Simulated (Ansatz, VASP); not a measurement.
## One calculation of SiNi, two programs

Contents of INCAR:

```
SYSTEM = SiNi
  PREC = Accurate
  ENCUT = 600
  EDIFF = 1E-6
  ISMEAR = 0
  SIGMA = 0.1
  LREAL = .False.
  LASPH = .True.
  NELM = 80
  ALGO = Normal
  ISIF = 3
  LWAVE = .False.
  LCHARG = .False.
  GGA = PE
  IBRION = 2
  NSW = 100
  EDIFFG = -0.05
```

The input KPOINTS:

```
regular mesh
0
Gamma
  4 4 4
  0 0 0
```

Contents of POSCAR:

```
SiNi
1.0
    4.4967800000      0.0000000000      0.0000000000
    0.0000000000      4.4967800000      0.0000000000
    0.0000000000      0.0000000000      4.4967800000
Si Ni
4 4
Direct
    0.8601000000      0.8601000000      0.8601000000
    0.6399000000      0.1399000000      0.3601000000
    0.3601000000      0.6399000000      0.1399000000
    0.1399000000      0.3601000000      0.6399000000
    0.1470000000      0.1470000000      0.1470000000
    0.3530000000      0.8530000000      0.6470000000
    0.6470000000      0.3530000000      0.8530000000
    0.8530000000      0.6470000000      0.3530000000
```

Input for Ansatz:

```yaml
crystal:
  lattice:
    - [4.49678, 0.0, 0.0]
    - [0.0, 4.49678, 0.0]
    - [0.0, 0.0, 4.49678]
  atoms:
    - { symbol: Si, position: [0.8601, 0.8601, 0.8601] }
    - { symbol: Si, position: [0.6399, 0.1399, 0.3601] }
    - { symbol: Si, position: [0.3601, 0.6399, 0.1399] }
    - { symbol: Si, position: [0.1399, 0.3601, 0.6399] }
    - { symbol: Ni, position: [0.147, 0.147, 0.147] }
    - { symbol: Ni, position: [0.353, 0.853, 0.647] }
    - { symbol: Ni, position: [0.647, 0.353, 0.853] }
    - { symbol: Ni, position: [0.853, 0.647, 0.353] }
basis:
  ecutwfc: 420
kpoints:
  mp_grid: { grid: [4, 4, 4] }
hamiltonian:
  xc: pbe
scf:
  occupations: { method: gaussian, width: 0.1 }
output:
  forces: true
  stress: true
  eigenvalues: true
relax:
  adjacent_minimum: "off"
  f_tol: 0.05
  max_steps: 80
  cell: { stress_tol: 0.5 }
```

Alike in both runs: task relaxation of cell and atoms; functional PBE; k mesh 4 × 4 × 4; occupations gaussian, width 0.1 eV; no spin polarisation.

|  | VASP | Ansatz |
| --- | --- | --- |
| version | VASP 6.6.1 | Ansatz 0.2.0 |
| potentials or method | VASP PAW PBE potentials, release 64 (Si, Ni), cutoff 600 eV | scalar-relativistic, plane waves, PAW |
| valence electrons in the cell | 56 | 88 |

```csv
,VASP,Ansatz,Ansatz less VASP
"gap on the k mesh at the Fermi level, each at its own relaxed structure (eV)",none,none,-
relaxed volume (Å³/atom),11.50,11.54,+0.044
relaxed cell length with the largest relative difference (Å),4.514,4.520,+0.0058
```

A gap of «none» marks a metal or a gap that the smearing closes. VASP's potentials hold 56 valence electrons a cell and Ansatz's 88, so a difference there can come from the potentials and not from the codes.
